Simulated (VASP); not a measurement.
Set up this calculation in VASP 6.6.1, as the native input.

```
Task                   : single point
Functional             : PBEsol
Dispersion             : D3(BJ)
Potentials or basis    : VASP PAW PBE potentials, release 64 (C)
Cutoff                 : 520 eV
k mesh                 : 15 × 15 × 15
Occupations            : gaussian, width 0.05 eV
Spin                   : no spin polarisation
Dipole correction      : no
Further INCAR settings : ALGO = Normal; EDIFF = 1e-06; NBANDS = 11
```

The structure of C lies in POSCAR:

```
C
1.0
    1.2291305633      0.7096388616      3.2835658809
   -1.2291305633      0.7096388616      3.2835658809
    0.0000000000     -1.4192777231      3.2835658809
C
2
Direct
    0.1759779715      0.1759779715      0.1477946221
    0.8240220285      0.8240220285      0.8522053779
```

This cell differs from its parent crystal: atoms displaced along a vibrational mode.

One way to write it, as run:

INCAR

```
  PREC = Accurate
  ENCUT = 520
  EDIFF = 1E-6
  ISMEAR = 0
  SIGMA = 0.05
  LREAL = F
  LASPH = T
  NELM = 60
  ALGO = Normal
  ISIF = 2
  LWAVE = F
  LCHARG = T
  GGA = PS
  IVDW = 12
  LELF = T
  LVHAR = T
  NBANDS = 11
```

KPOINTS

```
Automatic mesh
0
Gamma
  15 15 15
```

Potentials or basis: VASP PAW PBE potentials, release 64 (C).

Run with:

```sh
$ cat potpaw_PBE.64/C/POTCAR > POTCAR
$ mpirun -np 1 vasp_std > vasp.out
```

It gave:

```yaml
Pressure: 3.4 GPa
Largest_force: 3.968 eV/Å
Dispersion_energy_per_atom: -0.113 eV
```

Caveat: the cell differs from its parent crystal (atoms displaced along a vibrational mode); the cell stands under pressure; the PAW data sets were made with another functional, which shifts forces and pressure a little.

Run time: 93 s on 1 thread of Intel(R) Xeon(R) 6975P-C (Granite Rapids), on a shared host, peak memory 0.27 GiB.
